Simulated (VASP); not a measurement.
# FeO (Fm-3m) in VASP: settings compared

Aim: see how the results for FeO move with the level of theory and the settings. Levels: PBEsol+D4, PBE, PBE+D4. Tasks: single point.

All numbers are computed with VASP 6.6.1; they aren't measurements. Logs are shortened: lines on timing, memory, paths and dates and some standing lists are left out, and cuts for length are marked.

**Measured values to compare with.**

“W\"ustite: Electric, thermodynamic and optical properties of FeO”, 2012, arxiv:1203.1201 quotes, for a bulk crystal of FeO: band gap 2.4 eV (optical).

The results are compared with them further down.

### Step 1. The cell of the first run

Symmetry: Fm-3m, No. 225, cubic system. Conventional cell: a = 4.339 Å, b = 4.339 Å, c = 4.339 Å, α = 90.00°, β = 90.00°, γ = 90.00°. Fe (site symmetry m-3m) has 6 O at 2.17 Å within 2.9 Å. O (site symmetry m-3m) has 6 Fe at 2.17 Å within 2.9 Å.

### Step 2. Single point, PBEsol+D4, collinear spin, ferromagnetic start

INCAR

```
PREC = Accurate
ENCUT = 700
EDIFF = 1E-6
ISMEAR = -1
SIGMA = 0.05
LREAL = False
LASPH = True
NELM = 200
ALGO = Normal
ISIF = 2
LWAVE = False
LCHARG = False
ISPIN = 2
MAGMOM = 3 0
LORBIT = 11
LMAXMIX = 4
GGA = PS
IVDW = 13
NBANDS = 22
GGA_COMPAT = False
```

KPOINTS

```
Automatic mesh
0
Gamma
  11 11 11
```

POSCAR

```
FeO
1.0
    0.0000000000      2.1696745882      2.1696745882
    2.1696745882      0.0000000000      2.1696745882
    2.1696745882      2.1696745882      0.0000000000
Fe O
1 1
Direct
    0.0000000000      0.0000000000      0.0000000000
    0.5000000000      0.5000000000      0.5000000000
```

Potentials or basis: VASP PAW PBE potentials, release 64 (Fe_sv, O).

Run with:

```console
cat potpaw_PBE.64/Fe_sv/POTCAR potpaw_PBE.64/O/POTCAR > POTCAR
mpirun -np 1 vasp_std > vasp.out
```

OUTCAR:

```text
PREC = Accurate
   ENCUT = 700
   EDIFF = 1E-6
   ISMEAR = -1
   LREAL = False
   LASPH = True
   NELM = 200
   ISIF = 2
   ISPIN = 2
   LORBIT = 11
   GGA = PS
   IVDW = 13

 ion  position               nearest neighbor table
   1  0.000  0.000  0.000-   2 2.17   2 2.17   2 2.17   2 2.17   2 2.17   2 2.17
   2  0.500  0.500  0.500-   1 2.17   1 2.17   1 2.17   1 2.17   1 2.17   1 2.17

  LATTYP: Found a face centered cubic cell.
 ALAT       =     4.3393491764

  Lattice vectors:

 A1 = (   0.0000000000,   2.1696745882,   2.1696745882)
 A2 = (   2.1696745882,   0.0000000000,   2.1696745882)
 A3 = (   2.1696745882,   2.1696745882,   0.0000000000)

Analysis of symmetry for initial positions (statically):
=====================================================================
 Subroutine PRICEL returns:
 Original cell was already a primitive cell.

 Routine SETGRP: Setting up the symmetry group for a
 face centered cubic supercell.

 Subroutine GETGRP returns: Found 48 space group operations
 (whereof 48 operations were pure point group operations)
 out of a pool of 48 trial point group operations.

The static configuration has the point symmetry O_h .

Analysis of symmetry for dynamics (positions and initial velocities):
=====================================================================
 Subroutine PRICEL returns:
 Original cell was already a primitive cell.

 Routine SETGRP: Setting up the symmetry group for a
 face centered cubic supercell.

 Subroutine GETGRP returns: Found 48 space group operations
 (whereof 48 operations were pure point group operations)
 out of a pool of 48 trial point group operations.

The dynamic configuration has the point symmetry O_h .

Analysis of structural, dynamic, and magnetic symmetry:
=====================================================================
 Subroutine PRICEL returns:
 Original cell was already a primitive cell.

 Routine SETGRP: Setting up the symmetry group for a
 face centered cubic supercell.

 Subroutine GETGRP returns: Found 48 space group operations
 (whereof 48 operations were pure point group operations)
 out of a pool of 48 trial point group operations.

The overall configuration has the point symmetry O_h .

 Subroutine INISYM returns: Found 48 space group operations
 (whereof 48 operations are pure point group operations),
 and found     1 'primitive' translations

----------------------------------------------------------------------------------------

                                     Primitive cell

[... 112 lines left out ...]
  Fermi-wavevector in a.u.,A,eV,Ry     =   1.678074  3.171100 38.313088  2.815933
  Thomas-Fermi vector in A             =   2.762228
   LORBIT       =     11    0 simple, 1 ext, 2 COOP (PROOUT), +10 PAW based schemes
   GGA     = PS    functional components
   LHFCALC =     F    Hartree Fock is set to
   AEXX    =    0.0000 exact exchange contribution
   IVDW    =    13    specifies the selected vdW correction
   LEPSILON=     F    determine dielectric tensor
   LRPA    =     F    only Hartree local field effects (RPA)
 spin polarized calculation
  energy-cutoff  :      700.00
  volume of cell :       20.43
 maximum number of plane-waves:       881
   NGX = 13   NGY = 13   NGZ = 13

 number of electron      21.9999987 magnetization       4.0015130

 Free energy of the ion-electron system (eV)
  ---------------------------------------------------
  ext. energy  EPLUGINS =         0.00000000
  ---------------------------------------------------
  free energy    TOTEN  =       -15.92464481 eV

  energy without entropy =      -15.91278338  energy(sigma->0) =      -15.91871410

 E-fermi :   9.3927     XC(G=0): -12.6652

 val. band max:        9.3918761601   @ k =  -0.3636   0.2727   0.0909
 cond. band min:       9.3928866632   @ k =  -0.2727   0.1818   0.0000
 fundamental gap:      0.0010105031
 Fermi energy:         9.3926785335

 spin component 1

 k-point     1 :       0.0000    0.0000    0.0000
  band No.  band energies     occupation
      1     -80.2290      1.00000
      2     -46.3833      1.00000
      3     -46.3833      1.00000
      4     -46.3833      1.00000
      5     -11.1991      1.00000
      6       5.5294      1.00000
[... 589 lines left out ...]
     21      35.1935      0.00000
     22      36.9290      0.00000

 [... further k-points ...]

 spin component 2

 k-point     1 :       0.0000    0.0000    0.0000
  band No.  band energies     occupation
      1     -76.1152      1.00000
      2     -42.3581      1.00000
      3     -42.3581      1.00000
      4     -42.3581      1.00000
      5     -10.6544      1.00000
      6       6.1236      1.00000
[... 589 lines left out ...]
     21      36.0032      0.00000
     22      37.7394      0.00000

 [... further k-points ...]

------------------------ aborting loop because EDIFF is reached ----------------------------------------

  DFT-D4 for vdW energy calculation

  Edisp (eV):   -0.37984

  FORCE on cell =-STRESS in cart. coord.  units (eV):
  Direction    XX          YY          ZZ          XY          YZ          ZX
  --------------------------------------------------------------------------------------
  -------------------------------------------------------------------------------------
  Total      -1.93402    -1.93402    -1.93402     0.00000    -0.00000    -0.00000
  in kB    -151.69001  -151.69001  -151.69001     0.00000    -0.00000    -0.00000
  external pressure =     -151.69 kB  Pullay stress =        0.00 kB

 VOLUME and BASIS-vectors are now :
 -----------------------------------------------------------------------------
  energy-cutoff  :      700.00
  volume of cell :       20.43
      direct lattice vectors                 reciprocal lattice vectors
     0.000000000  2.169674588  2.169674588    -0.230449305  0.230449305  0.230449305
     2.169674588  0.000000000  2.169674588     0.230449305 -0.230449305  0.230449305
     2.169674588  2.169674588  0.000000000     0.230449305  0.230449305 -0.230449305

 POSITION                                       TOTAL-FORCE (eV/Angst)
 -----------------------------------------------------------------------------------
      0.00000      0.00000      0.00000         0.000000     -0.000000      0.000000
      2.16967      2.16967      2.16967        -0.000000      0.000000     -0.000000
 -----------------------------------------------------------------------------------
    total drift:                                0.000000      0.000000      0.000000

  FREE ENERGIE OF THE ION-ELECTRON SYSTEM (eV)
  ---------------------------------------------------
  free  energy   TOTEN  =       -16.3044887237 eV

  energy  without entropy=      -16.2926272938  energy(sigma->0) =      -16.29855801

 total charge

# of ion       s       p       d       tot
------------------------------------------
    1        2.102   5.996   5.503  13.601
    2        1.546   3.408   0.000   4.954
--------------------------------------------------
tot          3.649   9.404   5.503  18.555

 magnetization (x)

# of ion       s       p       d       tot
------------------------------------------
    1        0.015   0.010   3.445   3.470
    2        0.030   0.265   0.000   0.295
--------------------------------------------------
tot          0.045   0.275   3.445   3.764
```

OSZICAR:

```text
N       E                     dE             d eps       ncg     rms          rms(c)
DAV:   1     0.329432495637E+03    0.32943E+03   -0.14169E+04  5050   0.159E+03
DAV:   2     0.768719935585E+00   -0.32866E+03   -0.30971E+03  5024   0.495E+02
DAV:   3    -0.180974320182E+02   -0.18866E+02   -0.18584E+02  5970   0.135E+02
DAV:   4    -0.184285739960E+02   -0.33114E+00   -0.33106E+00  5482   0.195E+01
DAV:   5    -0.184375557278E+02   -0.89817E-02   -0.89814E-02  6048   0.334E+00    0.163E+01
DAV:   6    -0.165678834255E+02    0.18697E+01   -0.17293E+01  7686   0.588E+01    0.260E+01
DAV:   7    -0.159568813134E+02    0.61100E+00   -0.26730E+00  6716   0.325E+01    0.107E+01
DAV:   8    -0.159426563745E+02    0.14225E-01   -0.14547E-01  5788   0.353E+00    0.571E+00
DAV:   9    -0.159247854040E+02    0.17871E-01   -0.35256E-02  7320   0.276E+00    0.838E-01
DAV:  10    -0.159244104038E+02    0.37500E-03   -0.69175E-03  6738   0.120E+00    0.158E-01
DAV:  11    -0.159246249692E+02   -0.21457E-03   -0.92203E-04  6502   0.262E-01    0.720E-02
DAV:  12    -0.159246348318E+02   -0.98626E-05   -0.30394E-05  6340   0.589E-02    0.411E-02
DAV:  13    -0.159246454143E+02   -0.10582E-04   -0.25259E-05  5684   0.441E-02    0.146E-02
DAV:  14    -0.159246448117E+02    0.60259E-06   -0.74780E-07  4378   0.105E-02
   1 F= -.16304489E+02 E0= -.16298558E+02  d E =-.118614E-01  mag=     4.0014
```

It took 38 s on 1 thread of Intel Xeon 6975P-C (Granite Rapids), shared host; peak memory 0.2 GiB.

What came out:

- Free energy: -16.3045 eV
- Pressure: -15.2 GPa
- Band gap on the k mesh: zero (filled and empty bands overlap)
- Net moment: 4.00 μB per cell
- Site moments: Fe +3.47; O +0.29 μB
- Valence electrons inside the program's atomic spheres: Fe 13.60; O 4.95
- Dispersion energy per atom: -0.190 eV

Levels at points of the mesh, in eV from the Fermi level:
Spin up:
```
           k point  band 10  band 11  band 12  band 13  band 14  band 15  band 16  band 17
(0.00, 0.00, 0.00)    -3.84    -3.84    -3.66    -3.66    -0.19    14.95    16.62    16.62
```
Spin down:
```tsv
k point	band 6	band 7	band 8	band 9	band 10	band 11	band 12	band 13
(0.00, 0.00, 0.00)	-3.27	-3.27	-3.27	-0.72	-0.72	-0.72	0.14	0.14
```

Caveat: the cell stands under tension; the PAW data sets were made with another functional, which shifts forces and pressure a little; a cell with one magnetic atom can't hold antiferromagnetic order, which such compounds often take; semilocal functionals often make such compounds metallic where correlation or magnetic order opens a gap, which also shifts bond lengths.

### Step 3. Single point, PBE, collinear spin, ferromagnetic start

This run uses another cell than the first one, of 10.01 Å³/atom.

INCAR

```
PREC = Accurate
ENCUT = 700
EDIFF = 1E-6
ISMEAR = -1
SIGMA = 0.05
LREAL = F
LASPH = T
NELM = 200
ALGO = Normal
ISIF = 2
LWAVE = F
LCHARG = F
ISPIN = 2
MAGMOM = 1.5 0
LORBIT = 11
NUPDOWN = 1.5
LMAXMIX = 4
GGA = PE
NBANDS = 22
GGA_COMPAT = F
```

KPOINTS

```
regular mesh
0
Gamma
  9 9 9
```

POSCAR

```
FeO
1.0
    0.0000000000      2.1554000000      2.1554000000
    2.1554000000      0.0000000000      2.1554000000
    2.1554000000      2.1554000000      0.0000000000
Fe O
1 1
Direct
    0.0000000000      0.0000000000      0.0000000000
    0.5000000000      0.5000000000      0.5000000000
```

Potentials or basis: VASP PAW PBE potentials, release 64 (Fe_sv, O).

Run with:

```console
cat potpaw_PBE.64/Fe_sv/POTCAR potpaw_PBE.64/O/POTCAR > POTCAR
mpirun -np 1 vasp_std > vasp.out
```

Run time: 88 s. Hardware: 1 thread of Intel Xeon Platinum 8259CL at 2.50GHz (Skylake/Cascade Lake), shared host; peak memory 0.19 GiB.

Results (log left out):

| Property | Result |
| --- | --- |
| Free energy | -13.9883 eV |
| Pressure | -22.8 GPa |
| Net moment | 1.50 μB per cell |
| Site moments | Fe +1.46; O -0.03 μB |
| Valence electrons inside the program's atomic spheres | Fe 13.70; O 4.93 |

Caveat: the cell stands under tension; the total moment is fixed, so each spin has its own Fermi level and the state may be an excited one; a cell with one magnetic atom can't hold antiferromagnetic order, which such compounds often take.

(Continued in part 2 of 2.)

The gap in the log of VASP goes by the Fermi energy; the results here count the filled bands.